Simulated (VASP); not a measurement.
# GaN (Fm-3m) in VASP: further runs

The runs below take GaN through relaxation of cell and atoms, with LDA.

Program: VASP 6.6.1. These are calculated values, not measurements. Logs are shortened: lines on timing, memory, paths and dates and some standing lists are left out, and cuts for length are marked.

## 1. The cell of the first run

Symmetry: Fm-3m, No. 225, cubic system. Conventional cell: a = 4.270 Å, b = 4.270 Å, c = 4.270 Å, α = 90.00°, β = 90.00°, γ = 90.00°. Ga (site symmetry m-3m) has 6 N at 2.14 Å within 2.8 Å. Within 2.8 Å of N (site symmetry m-3m) lie 6 Ga at 2.14 Å.

## 2. Relaxation of cell and atoms, LDA, target pressure 5 GPa, at which the enthalpy is minimised

Contents of INCAR:

```
SYSTEM = GaN
PREC = Accurate
ENCUT = 600
EDIFF = 1E-6
ISMEAR = 0
SIGMA = 0.01
LREAL = .FALSE.
LASPH = .TRUE.
NELM = 100
ALGO = Normal
ISIF = 3
LWAVE = .FALSE.
LCHARG = .FALSE.
IBRION = 2
NSW = 80
EDIFFG = -0.01
PSTRESS = 50.0
```

Contents of KPOINTS:

```
regular mesh
0
G
  8 8 8
  0 0 0
```

Contents of POSCAR:

```
GaN
1.0
    0.0000000000      2.1352350000      2.1352350000
    2.1352350000      0.0000000000      2.1352350000
    2.1352350000      2.1352350000      0.0000000000
Ga N
1 1
Direct
    0.0000000000      0.0000000000      0.0000000000
    0.5000000000      0.5000000000      0.5000000000
```

Potentials or basis: VASP PAW LDA potentials, release 64 (Ga_d, N).

On the command line:

```console
> cat potpaw_LDA.64/Ga_d/POTCAR potpaw_LDA.64/N/POTCAR > POTCAR
> mpirun -np 1 vasp_std > vasp.out
```

OUTCAR:

```text
SYSTEM = GaN
   PREC = Accurate
   ENCUT = 600
   EDIFF = 1E-6
   ISMEAR = 0
   LREAL = .FALSE.
   LASPH = .TRUE.
   NELM = 100
   ISIF = 3
   IBRION = 2
   NSW = 80
   EDIFFG = -0.01
   PSTRESS = 50.0

 ion  position               nearest neighbor table
   1  0.000  0.000  0.000-   2 2.14   2 2.14   2 2.14   2 2.14   2 2.14   2 2.14
   2  0.500  0.500  0.500-   1 2.14   1 2.14   1 2.14   1 2.14   1 2.14   1 2.14

  LATTYP: Found a face centered cubic cell.
 ALAT       =     4.2704700000

  Lattice vectors:

 A1 = (   0.0000000000,   2.1352350000,   2.1352350000)
 A2 = (   2.1352350000,   0.0000000000,   2.1352350000)
 A3 = (   2.1352350000,   2.1352350000,   0.0000000000)

Analysis of symmetry for initial positions (statically):
=====================================================================
 Subroutine PRICEL returns:
 Original cell was already a primitive cell.

 Routine SETGRP: Setting up the symmetry group for a
 face centered cubic supercell.

 Subroutine GETGRP returns: Found 48 space group operations
 (whereof 48 operations were pure point group operations)
 out of a pool of 48 trial point group operations.

The static configuration has the point symmetry O_h .

Analysis of symmetry for dynamics (positions and initial velocities):
=====================================================================
 Subroutine PRICEL returns:
 Original cell was already a primitive cell.

 Routine SETGRP: Setting up the symmetry group for a
 face centered cubic supercell.

 Subroutine GETGRP returns: Found 48 space group operations
 (whereof 48 operations were pure point group operations)
 out of a pool of 48 trial point group operations.

The dynamic configuration has the point symmetry O_h .

 Subroutine INISYM returns: Found 48 space group operations
 (whereof 48 operations are pure point group operations),
 and found     1 'primitive' translations

----------------------------------------------------------------------------------------

                                     Primitive cell

  volume of cell :      19.4700

  direct lattice vectors                    reciprocal lattice vectors
     0.000000000  2.135235000  2.135235000    -0.234166263  0.234166263  0.234166263
     2.135235000  0.000000000  2.135235000     0.234166263 -0.234166263  0.234166263
     2.135235000  2.135235000  0.000000000     0.234166263  0.234166263 -0.234166263

  length of vectors
     3.019678296  3.019678296  3.019678296     0.405587864  0.405587864  0.405587864

  position of ions in fractional coordinates (direct lattice)
     0.000000000  0.000000000  0.000000000
     0.500000000  0.500000000  0.500000000

  ion indices of the primitive-cell ions
   primitive index   ion index
                 1           1
                 2           2

----------------------------------------------------------------------------------------

 KPOINTS: regular mesh

Automatic generation of k-mesh.
 Grid dimensions read from file:
 generate k-points for:    8    8    8

 Generating k-lattice:

  Cartesian coordinates                     Fractional coordinates (reciprocal lattice)
    -0.029270783  0.029270783  0.029270783     0.125000000  0.000000000  0.000000000
     0.029270783 -0.029270783  0.029270783     0.000000000  0.125000000  0.000000000
     0.029270783  0.029270783 -0.029270783     0.000000000  0.000000000  0.125000000

  Length of vectors
     0.050698483  0.050698483  0.050698483

  Shift w.r.t. Gamma in fractional coordinates (k-lattice)
     0.000000000  0.000000000  0.000000000

 Subroutine IBZKPT returns following result:
 ===========================================

 Found     29 irreducible k-points:

 Following reciprocal coordinates:
            Coordinates               Weight
  0.000000  0.000000  0.000000      1.000000
  0.125000  0.000000  0.000000      8.000000
  0.250000  0.000000  0.000000      8.000000
  0.375000  0.000000  0.000000      8.000000
  0.500000  0.000000  0.000000      4.000000
  0.125000  0.125000  0.000000      6.000000
[... 16 lines left out ...]
  0.500000  0.250000  0.125000     48.000000
 -0.375000  0.250000  0.125000     24.000000
 [... further k-points ...]
   k-points           NKPTS =     29   k-points in BZ     NKDIM =     29   number of bands    NBANDS=     13
   number of dos      NEDOS =    301   number of ions     NIONS =      2
   total plane-waves  NPLWV =  13824
   dimension x,y,z NGX =    24 NGY =   24 NGZ =   24
   dimension x,y,z NGXF=    48 NGYF=   48 NGZF=   48
   ions per type =               1   1
   NGX,Y,Z   is equivalent  to a cutoff of  13.21, 13.21, 13.21 a.u.
   NGXF,Y,Z  is equivalent  to a cutoff of  26.43, 26.43, 26.43 a.u.
 SYSTEM =  GaN
   PREC   = accura    normal or accurate (medium, high low for compatibility)
   ISTART =      0    job   : 0-new  1-cont  2-samecut
   ICHARG =      2    charge: 1-file 2-atom 10-const
   ISPIN  =      1    spin polarized calculation?
   LNONCOLLINEAR =      F non collinear calculations
   LSORBIT =      F    spin-orbit coupling
   LASPH  =      T    aspherical Exc in radial PAW
   ENCUT  =  600.0 eV  44.10 Ry    6.64 a.u.   6.03  6.03  6.03*2*pi/ulx,y,z
   NELM   =    100;   NELMIN=  2; NELMDL= -5     # of ELM steps
   EDIFF  = 0.1E-05   stopping-criterion for ELM
   LREAL  =      F    real-space projection
   EDIFFG = -.1E-01   stopping-criterion for IOM
   NSW    =     80    number of steps for IOM
   IBRION =      2    ionic relax: 0-MD 1-quasi-New 2-CG
   NFREE  =      1    steps in history (QN), initial steepest desc. (CG)
   ISIF   =      3    stress and relaxation
   ISYM   =      2    0-nonsym 1-usesym 2-fastsym
   POTIM  = 0.5000    time-step for ionic-motion
   TEBEG  =    0.0;   TEEND  =   0.0 temperature during run
   PSTRESS=   50.0 pullay stress
   NELECT =      18.0000    total number of electrons
   NUPDOWN=      -1.0000    fix difference up-down
   EMIN   =  10.00;   EMAX   =-10.00  energy-range for DOS
   EFERMI =   0.00;   METHOD = LEGACY
   ISMEAR =     0;   SIGMA  =   0.01  broadening in eV -4-tet -1-fermi 0-gaus
   EFERMI_NEDOS =   21; number of points for ismear=-14 and -15
   IALGO  =     38    algorithm
   IMIX   =      4    mixing-type and parameters
     AMIX     =   0.40;   BMIX     =  1.00
     AMIX_MAG =   1.60;   BMIX_MAG =  1.00
  volume/ion in A,a.u.               =       9.74        65.70
  Fermi-wavevector in a.u.,A,eV,Ry     =   1.594814  3.013761 34.605481  2.543431
  Thomas-Fermi vector in A             =   2.692830
   LORBIT       =      0    0 simple, 1 ext, 2 COOP (PROOUT), +10 PAW based schemes
   GGA     = CA    functional components
   LHFCALC =     F    Hartree Fock is set to
   AEXX    =    0.0000 exact exchange contribution
   IVDW    =     0    specifies the selected vdW correction
   LEPSILON=     F    determine dielectric tensor
   LRPA    =     F    only Hartree local field effects (RPA)
 conjugate gradient relaxation of ions
 non-spin polarized calculation
 Gauss-broadening in eV      SIGMA  =   0.01
  energy-cutoff  :      600.00
  volume of cell :       19.47
 maximum number of plane-waves:       660
   NGX = 13   NGY = 13   NGZ = 13

--------------------------------------- Ionic step        1  -------------------------------------------

 number of electron      18.0000005 magnetization

 Free energy of the ion-electron system (eV)
  ---------------------------------------------------
  ext. energy  EPLUGINS =         0.00000000
  ---------------------------------------------------
  free energy    TOTEN  =       -13.03696042 eV

  energy without entropy =      -13.03696042  energy(sigma->0) =      -13.03696042

------------------------ aborting loop because EDIFF is reached ----------------------------------------

  FORCE on cell =-STRESS in cart. coord.  units (eV):
  Direction    XX          YY          ZZ          XY          YZ          ZX
  --------------------------------------------------------------------------------------
  -------------------------------------------------------------------------------------
  Total       -1.5539961     -1.5539961     -1.5539961     -0.0000000     -0.0000000      0.0000000
  in kB     -127.8773055   -127.8773055   -127.8773055     -0.0000000     -0.0000000      0.0000000
  external PRESSURE =    -177.8773055 kB  Pullay stress =      50.0000000 kB
[... 99 lines left out ...]
  enthalpy is  TOTEN    =       -12.5158687074 eV   P V=        0.5629119288

--------------------------------------- Ionic step        4  -------------------------------------------

 number of electron      17.9999994 magnetization

 Free energy of the ion-electron system (eV)
  ---------------------------------------------------
  ext. energy  EPLUGINS =         0.00000000
  ---------------------------------------------------
  free energy    TOTEN  =       -13.07793451 eV

  energy without entropy =      -13.07793451  energy(sigma->0) =      -13.07793451

 E-fermi :   8.3758     XC(G=0): -13.7507

 val. band max:        8.2727643555   @ k =  -0.2500   0.1250   0.0000
 cond. band min:       9.0045780104   @ k =   0.5000   0.5000   0.0000
 fundamental gap:      0.7318136548
 Fermi energy:         8.3758285091

 k-point     1 :       0.0000    0.0000    0.0000
  band No.  band energies     occupation
      1      -9.3978      2.00000
      2      -5.8038      2.00000
      3      -5.8038      2.00000
      4      -5.8038      2.00000
      5      -5.6933      2.00000
      6      -5.6933      2.00000
      7       7.7086      2.00000
      8       7.7086      2.00000
      9       7.7086      2.00000
     10      11.1515      0.00000
     11      23.2194      0.00000
     12      23.2194      0.00000
     13      23.2194      0.00000
[... 353 lines left out ...]
 k-point    24 :      -0.3750    0.2500    0.1250
  band No.  band energies     occupation
      1      -6.9634      2.00000
      2      -5.9501      2.00000
      3      -5.8460      2.00000
      4      -5.7532      2.00000
      5      -5.5378      2.00000
      6      -4.1155      2.00000
      7       0.4741      2.00000
      8       5.0668      2.00000
      9       6.5891      2.00000
     10      14.3193      0.00000
     11      15.5554      0.00000
     12      19.2850      0.00000
     13      19.3677      0.00000

 [... further k-points ...]

------------------------ aborting loop because EDIFF is reached ----------------------------------------

  FORCE on cell =-STRESS in cart. coord.  units (eV):
  Direction    XX          YY          ZZ          XY          YZ          ZX
  --------------------------------------------------------------------------------------
  -------------------------------------------------------------------------------------
  Total        0.5775200      0.5775200      0.5775200     -0.0000000     -0.0000000     -0.0000000
  in kB       51.3770337     51.3770337     51.3770337     -0.0000000     -0.0000000     -0.0000000
  external PRESSURE =       1.3770337 kB  Pullay stress =      50.0000000 kB
[... 17 lines left out ...]
  FREE ENERGIE OF THE ION-ELECTRON SYSTEM (eV)
  ---------------------------------------------------
  free  energy   TOTEN  =       -13.0779345095 eV

  energy  without entropy=      -13.0779345095  energy(sigma->0) =      -13.07793451

  enthalpy is  TOTEN    =       -12.5158934640 eV   P V=        0.5620410455

 reached required accuracy - stopping structural energy minimisation
```

It took 22 s on 1 thread of Intel Xeon Platinum 8259CL at 2.50GHz (Skylake/Cascade Lake), shared host; peak memory 0.14 GiB.

Results:

| Quantity | Value |
| --- | --- |
| Free energy | -13.0779 eV |
| Relaxed volume | 9.00 Å³/atom |
| Relaxed cell | a = 2.942 Å, b = 2.942 Å, c = 2.942 Å, α = 60.00°, β = 60.00°, γ = 60.00° |
| Space group after relaxing (to 0.1 Å) | Fm-3m (No. 225) |
| Energy change on relaxing (the run minimises the enthalpy) | -20.5 meV/atom |
| Ionic steps | 4 |
| Pressure after relaxing | 5.1 GPa |
| Band gap on the k mesh | 0.73 eV (least direct gap 3.44 eV) |

The path:
```
step  energy change (eV)  largest force (eV/Å)  pressure (GPa)  volume (Å³)
   1              0.0000                0.0000          -12.79        19.47
   2              0.1162                0.0000           32.16        16.58
   3             -0.0418                0.0000            4.68        18.04
   4             -0.0410                0.0000            5.14        18.01
```

Final structure:
```
Ga N
1.0
     0.00000    2.08046    2.08046
     2.08046    0.00000    2.08046
     2.08046    2.08046    0.00000
Ga N
1 1
Direct
  0.00000 0.00000 0.00000
  0.50000 0.50000 0.50000
```

Caveat: the cell is relaxed towards a set pressure, so the run minimises the enthalpy, not the energy; semilocal functionals underestimate gaps, and a narrow one can read as zero. A k mesh can miss the band edges.

## 3. Relaxation of cell and atoms, LDA, target pressure 10 GPa, at which the enthalpy is minimised

Contents of INCAR:

```
SYSTEM = GaN
PREC = Accurate ; ENCUT = 600
EDIFF = 1E-6 ; ISMEAR = 0
SIGMA = 0.01 ; LREAL = .FALSE.
LASPH = .TRUE. ; NELM = 100
ALGO = Normal ; ISIF = 3
LWAVE = .FALSE. ; LCHARG = .FALSE.
IBRION = 2 ; NSW = 80
EDIFFG = -0.01 ; PSTRESS = 100.0
```

Contents of KPOINTS:

```
Automatic mesh
0
G
  8 8 8
  0 0 0
```

POSCAR is that of step 2.

Potentials or basis: VASP PAW LDA potentials, release 64 (Ga_d, N).

On the command line:

```console
> cat potpaw_LDA.64/Ga_d/POTCAR potpaw_LDA.64/N/POTCAR > POTCAR
> mpirun -np 1 vasp_std > vasp.out
```

It took 19 s on 1 thread of Intel Xeon Platinum 8259CL at 2.50GHz (Skylake/Cascade Lake), shared host; peak memory 0.14 GiB.

The run converged. Its results:

| Property | Result |
| --- | --- |
| Free energy | -13.0637 eV |
| Relaxed volume | 8.85 Å³/atom |
| Relaxed cell | a = 2.925 Å, b = 2.925 Å, c = 2.925 Å, α = 60.00°, β = 60.00°, γ = 60.00° |
| Space group after relaxing (to 0.1 Å) | Fm-3m (No. 225) |
| Energy change on relaxing (the run minimises the enthalpy) | -13.3 meV/atom |
| Ionic steps | 4 |
| Pressure after relaxing | 9.9 GPa |
| Band gap on the k mesh | 0.85 eV (least direct gap 3.67 eV) |

Step by step:
```csv
step,energy change (eV),largest force (eV/Å),pressure (GPa),volume (Å³)
1,0.0000,0.0000,-12.79,19.47
2,0.3133,0.0000,52.05,15.82
3,-0.0290,0.0000,9.26,17.74
4,-0.0267,0.0000,9.93,17.70
```

Final structure:
```
CELL_PARAMETERS angstrom
0.00000 2.06859 2.06859
2.06859 0.00000 2.06859
2.06859 2.06859 0.00000
ATOMIC_POSITIONS crystal
Ga 0.00000 0.00000 0.00000
N 0.50000 0.50000 0.50000
```

Levels at points of the mesh, in eV from the valence-band top:
| k point | band 6 | band 7 | band 8 | band 9 | band 10 | band 11 | band 12 | band 13 |
| --- | --- | --- | --- | --- | --- | --- | --- | --- |
| (0.00, 0.00, 0.00) | -13.96 | -0.59 | -0.59 | -0.59 | 3.09 | 15.05 | 15.05 | 15.05 |
| (0.50, 0.00, 0.00) | -13.80 | -8.66 | -0.15 | -0.15 | 4.96 | 9.28 | 9.28 | 10.11 |
| (0.50, 0.50, 0.00) | -10.71 | -7.68 | -3.31 | -3.31 | 0.85 | 7.85 | 12.44 | 15.13 |

Caveat: the cell is relaxed towards a set pressure, so the run minimises the enthalpy, not the energy.

## 4. Relaxation of cell and atoms, LDA, target pressure 20 GPa, at which the enthalpy is minimised

Contents of INCAR:

```
ALGO = Normal ; EDIFF = 1E-7
EDIFFG = -0.01 ; ENCUT = 600
IBRION = 2 ; ISIF = 3
ISMEAR = 0 ; LASPH = True
LCHARG = False ; LREAL = False
LWAVE = False ; NELM = 100
NSW = 80 ; PREC = Accurate
PSTRESS = 200.0 ; SIGMA = 0.01
```

Contents of KPOINTS:

```
k-points
0
Gamma
  8 8 8
```

POSCAR is that of step 3.

On the command line:

```console
> cat potpaw_LDA.64/Ga_d/POTCAR potpaw_LDA.64/N/POTCAR > POTCAR
> mpirun -np 1 vasp_std > vasp.out
```

It took 46 s on 1 thread of Intel Xeon Platinum 8259CL at 2.50GHz (Skylake/Cascade Lake), shared host; peak memory 0.14 GiB.

The run converged. Its results:

| Item | Value |
| --- | --- |
| Free energy | -13.0122 eV |
| Relaxed volume | 8.57 Å³/atom |
| Relaxed cell | a = 2.894 Å, b = 2.894 Å, c = 2.894 Å, α = 60.00°, β = 60.00°, γ = 60.00° |
| Space group after relaxing (to 0.1 Å) | Fm-3m (No. 225) |
| Energy change on relaxing (the run minimises the enthalpy) | +12.4 meV/atom |
| Ionic steps | 7 |
| Pressure after relaxing | 20.0 GPa |
| Band gap on the k mesh | 1.06 eV (least direct gap 4.12 eV) |

The path:
```
step  energy change (eV)  largest force (eV/Å)  pressure (GPa)  volume (Å³)
   1              0.0000                0.0000          -12.75        19.47
   2              1.0036                0.0000          105.78        14.38
   3              0.0132                0.0000           18.07        17.24
   4              0.0225                0.0000           19.69        17.16
   5              0.0281                0.0000           20.55        17.12
   6              0.0200                0.0000           19.16        17.19
   7              0.0247                0.0000           20.02        17.15
```

Final structure:
```
CELL_PARAMETERS angstrom
0.00000 2.04669 2.04669
2.04669 0.00000 2.04669
2.04669 2.04669 0.00000
ATOMIC_POSITIONS crystal
Ga 0.00000 0.00000 0.00000
N 0.50000 0.50000 0.50000
```

Levels at points of the mesh, in eV from the valence-band top:
```
           k point  band 5  band 6  band 7  band 8  band 9  band 10  band 11  band 12  band 13
(0.00, 0.00, 0.00)  -13.96  -13.96   -0.63   -0.63   -0.63     3.49    15.24    15.24    15.24
(0.50, 0.00, 0.00)  -13.78  -13.78   -8.83   -0.15   -0.15     5.10     9.47     9.47    10.56
(0.50, 0.50, 0.00)  -13.71  -10.63   -7.95   -3.44   -3.44     1.06     7.88    12.77    15.56
```

Caveat: the cell is relaxed towards a set pressure, so the run minimises the enthalpy, not the energy. A k mesh can miss the band edges.

## 5. Overview

| cell | gap on the mesh (eV) | pressure (GPa) |
| --- | --- | --- |
| relaxed to 5 GPa | 0.73 | 5.1 |
| relaxed to 10 GPa | 0.85 | 9.9 |
| relaxed to 20 GPa | 1.06 | 20.0 |

Alike in all rows: task relaxation of cell and atoms; level LDA; potentials or basis VASP PAW LDA potentials, release 64 (Ga_d, N); no spin polarisation; k mesh 8 × 8 × 8; cutoff (eV) 600; smearing gaussian 0.01 eV.

Caveats: the cell is relaxed towards a set pressure, so the run minimises the enthalpy, not the energy; semilocal functionals underestimate gaps, and a narrow one can read as zero (at least some runs).

Total energies depend on the potentials used, so only differences within one code and one set of settings carry meaning.
